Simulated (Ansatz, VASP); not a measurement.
Two plane-wave programs on InSb

File INCAR:

```
SYSTEM = InSb
ALGO = Normal ; EDIFF = 1E-6
ENCUT = 520 ; ISIF = 2
ISMEAR = 0 ; LASPH = .True.
LCHARG = .True. ; LELF = .True.
LREAL = .False. ; LVHAR = .True.
LWAVE = .False. ; NBANDS = 16
NELM = 100 ; PREC = Accurate
SIGMA = 0.15
```

KPOINTS

```
k-points
0
Gamma
  16 16 8
  0 0 0
```

File POSCAR:

```
InSb
1.0
    3.0693367809      0.0000000000      0.0000000000
    0.0000000000      3.0693367809      0.0000000000
    0.0000000000      0.0000000000      5.7949078423
In Sb
1 1
Direct
    0.0000000000      0.0000000000      0.0000000000
    0.0000000000      0.0000000000      0.5000000000
```

Input for Ansatz:

```yaml
crystal:
  lattice:
    - [3.0693367809, 0.0, 0.0]
    - [0.0, 3.0693367809, 0.0]
    - [0.0, 0.0, 5.7949078423]
  atoms:
    - { symbol: In, position: [0.0, 0.0, 0.0] }
    - { symbol: Sb, position: [0.0, 0.0, 0.5] }
basis:
  ecutwfc: 420
kpoints:
  mp_grid: { grid: [16, 16, 8] }
hamiltonian:
  xc: lda
  pseudopotentials: { kind: paw, azcp: { folder: soft_1 } }
scf:
  occupations: { method: gaussian, width: 0.15 }
output:
  forces: true
  stress: true
  eigenvalues: true
```

Alike in both runs: task single point; functional LDA; k mesh 16 × 16 × 8; occupations gaussian, width 0.15 eV; no spin polarisation.

|  | VASP | Ansatz |
| --- | --- | --- |
| version | VASP 6.6.1 | Ansatz 0.2.0 |
| potentials or method | VASP PAW LDA potentials, release 64 (In_d, Sb), cutoff 520 eV | scalar-relativistic, plane waves, PAW |
| valence electrons in the cell | 18 | 28 |

VASP gave:

- gap on the k mesh at the Fermi level (eV): none
- pressure (GPa): 0.4
- traceless stress, the component that is largest in VASP (GPa): 5.18

Question: What did Ansatz give for the same quantities?

Answer: gap on the k mesh at the Fermi level (eV): none; pressure (GPa): 0.3; traceless stress, the component that is largest in VASP (GPa): 5.19.

Ansatz warns that its potentials were made for another functional, while VASP's fit it. LDA's correlation is that of Perdew and Zunger in VASP and of Perdew and Wang (1992) in Ansatz. A gap of «none» marks a metal or a gap that the smearing closes. VASP's potentials hold 18 valence electrons a cell and Ansatz's 28, so a difference there can come from the potentials and not from the codes.

Spin-orbit coupling is off throughout.
